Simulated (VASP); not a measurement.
# Zn: single point with BLYP

Zn:

```
Zn
1.0
    -2.81958    2.50188    1.29924
     2.50188   -2.81958    1.29924
     2.95843    2.95843   -1.88109
Zn
2
Direct
  0.98564 0.01436 0.00000
  0.76436 0.23564 0.50000
```

- Program: VASP 6.6.1
- Task: single point
- Functional: BLYP
- Potentials or basis: VASP PAW PBE potentials, release 64 (Zn)
- Cutoff: 520 eV
- k mesh: 13 × 13 × 9
- Occupations: fermi-dirac, width 0.1 eV
- Spin: no spin polarisation
- Dipole correction: no
- Further INCAR settings: ALGO = Normal; EDIFF = 1e-06; NBANDS = 19; ISYM = 0

The pressure is 0.1 GPa and the band gap on the k mesh is zero (bands 12 and 13 overlap by 5.31 eV).

Forces on the atoms (eV/Å):
```
Zn   0.002 -0.002  0.000
Zn  -0.002  0.002  0.000
```

Stress tensor (GPa, compression positive):
```
 0.09  0.04 -0.03
 0.04  0.09 -0.03
-0.03 -0.03  0.18
```

Levels at points of the mesh, in eV from the Fermi level:
| k point | band 10 | band 11 | band 12 | band 13 | band 14 | band 15 |
| --- | --- | --- | --- | --- | --- | --- |
| (0.00, 0.00, 0.00) | -6.87 | -6.76 | 1.27 | 1.59 | 1.83 | 6.28 |

Wall time 4.5 min on 1 thread of Intel(R) Xeon(R) 6975P-C (Granite Rapids), on a shared host, peak memory 0.52 GiB.

Caveat: the PAW data sets were made with another functional, which shifts forces and pressure a little.
